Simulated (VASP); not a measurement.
# Ti3H in VASP: further runs

Runs on Ti3H. Level: PBE. Tasks: single point.

Everything below comes from runs of VASP 6.6.1. Logs are shortened: lines on timing, memory, paths and dates and some standing lists are left out, and cuts for length are marked.

### Step 1. The cell of the first run

The cell holds a slab with vacuum, 8 atoms: a = 4.604 Å, b = 4.604 Å, c = 22.497 Å, α = 90.00°, β = 90.00°, γ = 120.00°.

### Step 2. Single point, PBE

Input file INCAR:

```
PREC     = Accurate       # precision mode
ENCUT    = 520            # plane-wave cutoff, eV
EDIFF    = 1E-6           # SCF threshold, eV
ISMEAR   = 0              # smearing method
SIGMA    = 0.1            # smearing width, eV
LREAL    = F              # projectors in reciprocal space
LASPH    = T              # aspherical terms in the spheres
NELM     = 100            # most SCF steps
ALGO     = Normal         # electronic algorithm
ISIF     = 2              # what is computed and relaxed
LWAVE    = F              # write WAVECAR
LCHARG   = F              # write CHGCAR
LDIPOL   = T            
IDIPOL   = 3            
DIPOL    = 0.5 0.5 0.322
GGA      = PE             # functional
NBANDS   = 47             # bands
```

Input file KPOINTS:

```
regular mesh
0
Gamma
  6 6 1
```

Input file POSCAR:

```
Ti3H
1.0
    4.6039800811      0.0000000000      0.0000000000
   -2.3019900405      3.9871637087      0.0000000000
    0.0000000000      0.0000000000     22.4969948581
Ti H
6 2
Direct
    0.6666666667      0.3333333333      0.1778015253
    0.3333333333      0.6666666667      0.2195752601
    0.0000000000      0.0000000000      0.2613489950
    0.6666666667      0.3333333333      0.2980583739
    0.3333333333      0.6666666667      0.3304600279
    0.0000000000      0.0000000000      0.3776946615
    0.2863074238      0.7136925762      0.4545938212
    0.3803592429      0.6196407571      0.4545938212
```

Potentials or basis: VASP PAW PBE potentials, release 64 (Ti_sv, H).

On the command line:

```
cat potpaw_PBE.64/Ti_sv/POTCAR potpaw_PBE.64/H/POTCAR > POTCAR
mpirun -np 1 vasp_std > vasp.out
```

OUTCAR:

```text
PREC = Accurate
   ENCUT = 520
   EDIFF = 1E-6
   ISMEAR = 0
   LREAL = F
   LASPH = T
   NELM = 100
   ISIF = 2
   GGA = PE

 ion  position               nearest neighbor table
   1  0.667  0.333  0.178-   4 2.71   2 2.82   2 2.82   2 2.82
   2  0.333  0.667  0.220-   5 2.49   1 2.82   1 2.82   3 2.82   1 2.82   3 2.82   3 2.82
   3  0.000  0.000  0.261-   6 2.62   4 2.78   4 2.78   4 2.78   2 2.82   2 2.82   2 2.82
   4  0.667  0.333  0.298-   1 2.71   5 2.76   5 2.76   5 2.76   3 2.78   3 2.78   3 2.78
   5  0.333  0.667  0.330-   2 2.49   4 2.76   4 2.76   4 2.76   6 2.86   6 2.86   6 2.86
   6  0.000  0.000  0.378-   3 2.62   5 2.86   5 2.86   5 2.86
   7  0.286  0.714  0.455-   8 0.75
   8  0.380  0.620  0.455-   7 0.75

  LATTYP: Found a hexagonal cell.
 ALAT       =     4.6039800811
 C/A-ratio  =     4.8864231517

  Lattice vectors:

 A1 = (   4.6039800811,   0.0000000000,   0.0000000000)
 A2 = (  -2.3019900405,   3.9871637087,   0.0000000000)
 A3 = (   0.0000000000,   0.0000000000,  22.4969948581)

Analysis of symmetry for initial positions (statically):
=====================================================================
 Subroutine PRICEL returns:
 Original cell was already a primitive cell.

 Routine SETGRP: Setting up the symmetry group for a
 hexagonal supercell.

 Subroutine GETGRP returns: Found  2 space group operations
 (whereof  2 operations were pure point group operations)
 out of a pool of 24 trial point group operations.

The static configuration has the point symmetry C_1h.

Analysis of symmetry for dynamics (positions and initial velocities):
=====================================================================
 Subroutine PRICEL returns:
 Original cell was already a primitive cell.

 Routine SETGRP: Setting up the symmetry group for a
 hexagonal supercell.

 Subroutine GETGRP returns: Found  2 space group operations
 (whereof  2 operations were pure point group operations)
 out of a pool of 24 trial point group operations.

The dynamic configuration has the point symmetry C_1h.

 Subroutine INISYM returns: Found  2 space group operations
 (whereof  2 operations are pure point group operations),
 and found     1 'primitive' translations

----------------------------------------------------------------------------------------

                                     Primitive cell

  volume of cell :     412.9733
[... 101 lines left out ...]
   NUPDOWN=      -1.0000    fix difference up-down
   EMIN   =  10.00;   EMAX   =-10.00  energy-range for DOS
   EFERMI =   0.00;   METHOD = LEGACY
   ISMEAR =     0;   SIGMA  =   0.10  broadening in eV -4-tet -1-fermi 0-gaus
   EFERMI_NEDOS =   21; number of points for ismear=-14 and -15
   IALGO  =     38    algorithm
   IMIX   =      4    mixing-type and parameters
     AMIX     =   0.40;   BMIX     =  1.00
     AMIX_MAG =   1.60;   BMIX_MAG =  1.00
  volume/ion in A,a.u.               =      51.62       348.36
  Fermi-wavevector in a.u.,A,eV,Ry     =   0.922950  1.744122 11.589936  0.851836
  Thomas-Fermi vector in A             =   2.048533
   LORBIT       =      0    0 simple, 1 ext, 2 COOP (PROOUT), +10 PAW based schemes
   GGA     = PE    functional components
   LHFCALC =     F    Hartree Fock is set to
   AEXX    =    0.0000 exact exchange contribution
   IVDW    =     0    specifies the selected vdW correction
   LEPSILON=     F    determine dielectric tensor
   LRPA    =     F    only Hartree local field effects (RPA)
 non-spin polarized calculation
 Gauss-broadening in eV      SIGMA  =   0.10
  energy-cutoff  :      520.00
  volume of cell :      412.97
 maximum number of plane-waves:     11163
 NGX is ok and might be reduce to    36
   NGX = 17   NGY = 17   NGZ = 83

 dipolmoment           0.000000      0.000000      0.109715 electrons x Angstroem

 number of electron      73.9999980 magnetization

 dipolmoment           0.000000      0.000000     -0.063839 electrons x Angstroem

 Free energy of the ion-electron system (eV)
  ---------------------------------------------------
  ext. energy  EPLUGINS =         0.00000000
  ---------------------------------------------------
  free energy    TOTEN  =       -48.31873302 eV

  energy without entropy =      -48.24269149  energy(sigma->0) =      -48.28071226

 E-fermi :  -0.0887     XC(G=0):  -4.0864

 val. band max:       -0.1055353449   @ k =   0.3333   0.3333   0.0000
 cond. band min:      -0.0848349403   @ k =   0.0000   0.0000   0.0000
 fundamental gap:      0.0207004046
 Fermi energy:        -0.0886753591

 k-point     1 :       0.0000    0.0000    0.0000
  band No.  band energies     occupation
      1     -57.1524      2.00000
      2     -57.0853      2.00000
      3     -56.5784      2.00000
      4     -56.4607      2.00000
      5     -56.4197      2.00000
      6     -56.2954      2.00000
[... 639 lines left out ...]
     46       1.3095      0.00000
     47       1.4115      0.00000

------------------------ aborting loop because EDIFF is reached ----------------------------------------

 vacuum level on the upper side and lower side of the slab       (xc-potential included)        -0.539         0.094

  FORCE on cell =-STRESS in cart. coord.  units (eV):
  Direction    XX          YY          ZZ          XY          YZ          ZX
  --------------------------------------------------------------------------------------
  -------------------------------------------------------------------------------------
  Total       -2.8058239     -3.1496537     -1.2834664     -0.2977654     -0.0747807      0.1295239
  in kB      -10.8855149    -12.2194420     -4.9793548     -1.1552148     -0.2901202      0.5025029
  external PRESSURE =      -9.3614372 kB  Pullay stress =       0.0000000 kB

 VOLUME and BASIS-vectors are now :
 -----------------------------------------------------------------------------
  energy-cutoff  :      520.00
  volume of cell :      412.97
      direct lattice vectors                 reciprocal lattice vectors
     4.603980081  0.000000000  0.000000000     0.217203372  0.125402426  0.000000000
    -2.301990040  3.987163709  0.000000000     0.000000000  0.250804851  0.000000000
     0.000000000  0.000000000 22.496994858     0.000000000  0.000000000  0.044450381

 POSITION                                       TOTAL-FORCE (eV/Angst)
 -----------------------------------------------------------------------------------
      2.30199      1.32905      4.00000         0.007227     -0.004172      0.112226
     -0.00000      2.65811      4.93978        -0.007335      0.004235      0.436642
      0.00000      0.00000      5.87957        -0.008635      0.004986     -0.379838
      2.30199      1.32905      6.70542        -0.001228      0.000709      0.003860
     -0.00000      2.65811      7.43436        -0.001591      0.000918      0.245508
      0.00000      0.00000      8.49699        -0.051715      0.029858     -0.480592
     -0.32476      2.84561     10.22699        -0.572670      0.330631      0.039091
      0.32476      2.47061     10.22699         0.635948     -0.367165      0.023103
 -----------------------------------------------------------------------------------
    total drift:                                0.000013     -0.000008      0.001241

  FREE ENERGIE OF THE ION-ELECTRON SYSTEM (eV)
  ---------------------------------------------------
  free  energy   TOTEN  =       -48.3187330190 eV

  energy  without entropy=      -48.2426914929  energy(sigma->0) =      -48.28071226

 vacuum level on the upper side and lower side of the slab         2.554         3.221
```

Run time: 5.5 min. Hardware: 1 thread of Intel Xeon 6975P-C (Granite Rapids), shared host; peak memory 0.56 GiB.

What came out:

```yaml
Free_energy: -48.3187 eV
Largest_force: 0.735 eV/Å
Band_gap_on_the_k_mesh: zero (bands 37 and 38 overlap by 0.26 eV)
```

Forces in eV/Å, atoms in the order of the input:
```
Ti   0.007 -0.004  0.112
Ti  -0.007  0.004  0.437
Ti  -0.009  0.005 -0.380
Ti  -0.001  0.001  0.004
Ti  -0.002  0.001  0.246
Ti  -0.052  0.030 -0.481
H   -0.573  0.331  0.039
H    0.636 -0.367  0.023
```

### Step 3. Single point, PBE

Input file INCAR:

```
PREC = Accurate
ENCUT = 520
EDIFF = 1E-6
ISMEAR = 0
SIGMA = 0.1
LREAL = F
LASPH = T
NELM = 100
ALGO = Normal
ISIF = 2
LWAVE = F
LCHARG = T
LDIPOL = T
IDIPOL = 3
DIPOL = 0.5 0.5 0.331
GGA = PE
LELF = T
LVHAR = T
LVACPOTAV = T
NBANDS = 47
```

Input file KPOINTS:

```
Automatic mesh
0
Gamma
  6 6 1
```

POSCAR: that of step 2 with these lines changed.

```diff
@@ -14,3 +14,3 @@
     0.0000000000      0.0000000000      0.3776946615
-    0.2863074238      0.7136925762      0.4545938212
-    0.3803592429      0.6196407571      0.4545938212
+    0.2863074238      0.7136925762      0.4932656529
+    0.3803592429      0.6196407571      0.4932656529
```

Potentials or basis: VASP PAW PBE potentials, release 64 (Ti_sv, H).

On the command line:

```
cat potpaw_PBE.64/Ti_sv/POTCAR potpaw_PBE.64/H/POTCAR > POTCAR
mpirun -np 1 vasp_std > vasp.out
```

It took 5.6 min on 1 thread of Intel Xeon 6975P-C (Granite Rapids), shared host; peak memory 0.57 GiB.

Results (log left out):

| Item | Value |
| --- | --- |
| Free energy | -48.4600 eV |
| Largest force | 0.536 eV/Å |
| Band gap on the k mesh | zero (bands 37 and 38 overlap by 0.25 eV) |

Forces on the atoms (eV/Å):
```
Ti   0.002 -0.001  0.137
Ti  -0.002  0.001  0.502
Ti  -0.002  0.001 -0.536
Ti   0.000  0.000 -0.006
Ti   0.001 -0.001 -0.036
Ti  -0.021  0.012 -0.197
H   -0.049  0.028  0.070
H    0.071 -0.041  0.066
```

Levels at points of the mesh, in eV from the Fermi level:
| k point | band 33 | band 34 | band 35 | band 36 | band 37 | band 38 | band 39 | band 40 | band 41 | band 42 |
| --- | --- | --- | --- | --- | --- | --- | --- | --- | --- | --- |
| (0.00, 0.00, 0.00) | -0.64 | -0.45 | -0.45 | -0.18 | -0.18 | -0.14 | 0.03 | 0.03 | 0.55 | 0.81 |
| (0.50, 0.00, 0.00) | -0.64 | -0.37 | -0.31 | -0.26 | -0.10 | 0.05 | 0.12 | 0.40 | 0.59 | 0.65 |
| (0.50, 0.50, 0.00) | -0.64 | -0.37 | -0.32 | -0.27 | -0.11 | 0.05 | 0.12 | 0.40 | 0.56 | 0.66 |

### Step 4. Single point, PBE

Input file INCAR:

```
SYSTEM = Ti3H
ALGO = Normal
DIPOL = 0.5 0.5 0.343
EDIFF = 1E-7
ENCUT = 520
GGA = PE
IDIPOL = 3
ISIF = 2
ISMEAR = 0
LASPH = .TRUE.
LCHARG = .FALSE.
LDIPOL = .TRUE.
LREAL = .FALSE.
LWAVE = .FALSE.
NBANDS = 47
NELM = 60
PREC = Accurate
SIGMA = 0.1
```

Input file KPOINTS:

```
k-points
0
G
  6 6 1
  0 0 0
```

POSCAR: that of step 3 with these lines changed.

```diff
@@ -14,3 +14,3 @@
     0.0000000000      0.0000000000      0.3776946615
-    0.2863074238      0.7136925762      0.4932656529
-    0.3803592429      0.6196407571      0.4932656529
+    0.2863074238      0.7136925762      0.5377160343
+    0.3803592429      0.6196407571      0.5377160343
```

Potentials or basis: VASP PAW PBE potentials, release 64 (Ti_sv, H).

On the command line:

```
cat potpaw_PBE.64/Ti_sv/POTCAR potpaw_PBE.64/H/POTCAR > POTCAR
mpirun -np 1 vasp_std > vasp.out
```

OUTCAR:

```text
SYSTEM = Ti3H
   EDIFF = 1E-7
   ENCUT = 520
   GGA = PE
   ISIF = 2
   ISMEAR = 0
   LASPH = .TRUE.
   LREAL = .FALSE.
   NELM = 60
   PREC = Accurate

 ion  position               nearest neighbor table
   1  0.667  0.333  0.178-   4 2.71   2 2.82   2 2.82   2 2.82
   2  0.333  0.667  0.220-   5 2.49   1 2.82   1 2.82   3 2.82   1 2.82   3 2.82   3 2.82
   3  0.000  0.000  0.261-   6 2.62   4 2.78   4 2.78   4 2.78   2 2.82   2 2.82   2 2.82
   4  0.667  0.333  0.298-   1 2.71   5 2.76   5 2.76   5 2.76   3 2.78   3 2.78   3 2.78
   5  0.333  0.667  0.330-   2 2.49   4 2.76   4 2.76   4 2.76   6 2.86   6 2.86   6 2.86
   6  0.000  0.000  0.378-   3 2.62   5 2.86   5 2.86   5 2.86
[... 859 lines left out ...]
  external PRESSURE =     -11.2012137 kB  Pullay stress =       0.0000000 kB

 VOLUME and BASIS-vectors are now :
 -----------------------------------------------------------------------------
  energy-cutoff  :      520.00
  volume of cell :      412.97
      direct lattice vectors                 reciprocal lattice vectors
     4.603980081  0.000000000  0.000000000     0.217203372  0.125402426  0.000000000
    -2.301990040  3.987163709  0.000000000     0.000000000  0.250804851  0.000000000
     0.000000000  0.000000000 22.496994858     0.000000000  0.000000000  0.044450381

 POSITION                                       TOTAL-FORCE (eV/Angst)
 -----------------------------------------------------------------------------------
      2.30199      1.32905      4.00000         0.000280     -0.000161      0.138855
     -0.00000      2.65811      4.93978        -0.000188      0.000108      0.490943
      0.00000      0.00000      5.87957        -0.000171      0.000099     -0.581331
      2.30199      1.32905      6.70542        -0.000151      0.000087     -0.034090
     -0.00000      2.65811      7.43436         0.000234     -0.000135      0.003543
      0.00000      0.00000      8.49699        -0.005089      0.002938     -0.034022
     -0.32476      2.84561     12.09699        -0.003398      0.001962      0.008648
      0.32476      2.47061     12.09699         0.008483     -0.004897      0.007454
 -----------------------------------------------------------------------------------
    total drift:                               -0.000002      0.000001      0.000323

  FREE ENERGIE OF THE ION-ELECTRON SYSTEM (eV)
  ---------------------------------------------------
  free  energy   TOTEN  =       -48.5234908989 eV

  energy  without entropy=      -48.4563377039  energy(sigma->0) =      -48.48991430

 vacuum level on the upper side and lower side of the slab         2.925         3.057
```

OSZICAR:

```text
N       E                     dE             d eps       ncg     rms          rms(c)
DAV:   1     0.820366114943E+03    0.82037E+03   -0.39466E+04  1566   0.146E+03
DAV:   2     0.614013445079E+02   -0.75896E+03   -0.74223E+03  1292   0.467E+02
DAV:   3    -0.391786467248E+02   -0.10058E+03   -0.98685E+02  1996   0.148E+02
[... 27 lines left out ...]
DAV:  31    -0.485234886987E+02   -0.24413E-05   -0.38757E-07  1116   0.290E-03    0.697E-04
DAV:  32    -0.485234895255E+02   -0.82678E-06   -0.78723E-08   892   0.195E-03    0.969E-04
DAV:  33    -0.485234906211E+02   -0.10956E-05   -0.82911E-08   974   0.110E-03    0.819E-04
DAV:  34    -0.485234908157E+02   -0.19458E-06   -0.17547E-08   863   0.803E-04    0.700E-04
DAV:  35    -0.485234908989E+02   -0.83181E-07   -0.26591E-08   863   0.945E-04
   1 F= -.48523491E+02 E0= -.48489914E+02  d E =-.671532E-01
```

stdout:

```text
POSCAR found type information on POSCAR TiH
 POSCAR found :  2 types and       8 ions
 scaLAPACK will be used
 LDA part: xc-table for (Slater+PW92), standard interpolation
 POSCAR, INCAR and KPOINTS ok, starting setup
 FFT: planning ... GRIDC
 FFT: planning ... GRID_SOFT
 FFT: planning ... GRID
 WAVECAR not read
 entering main loop
```

Wall time 6.1 min (1 thread of Intel Xeon 6975P-C (Granite Rapids), shared host); peak memory 0.56 GiB.

Results:

- Free energy: -48.5235 eV
- Largest force: 0.581 eV/Å
- Band gap on the k mesh: zero (bands 37 and 38 overlap by 0.25 eV)

Forces on the atoms (eV/Å):
```
Ti   0.000  0.000  0.139
Ti   0.000  0.000  0.491
Ti   0.000  0.000 -0.581
Ti   0.000  0.000 -0.034
Ti   0.000  0.000  0.004
Ti  -0.005  0.003 -0.034
H   -0.003  0.002  0.009
H    0.008 -0.005  0.007
```

Levels at points of the mesh, in eV from the Fermi level:
```csv
k point,band 35,band 36,band 37,band 38,band 39,band 40
"(0.00, 0.00, 0.00)",-0.45,-0.16,-0.16,-0.13,0.04,0.04
"(0.50, 0.00, 0.00)",-0.32,-0.27,-0.11,0.05,0.10,0.41
"(0.50, 0.50, 0.00)",-0.32,-0.27,-0.11,0.05,0.10,0.41
```

### Step 5. The runs side by side

```csv
cell,gap on the mesh (eV),largest force (eV/Å)
"as given, atomic positions A",none,0.73
"as given, atomic positions B",none,0.54
"as given, atomic positions C",none,0.58
```

Alike in all rows: task single point; level PBE; potentials or basis VASP PAW PBE potentials, release 64 (Ti_sv, H); no spin polarisation; k mesh 6 × 6 × 1; cutoff (eV) 520; smearing gaussian 0.1 eV.

Total energies depend on the potentials used, so only differences within one code and one set of settings carry meaning.
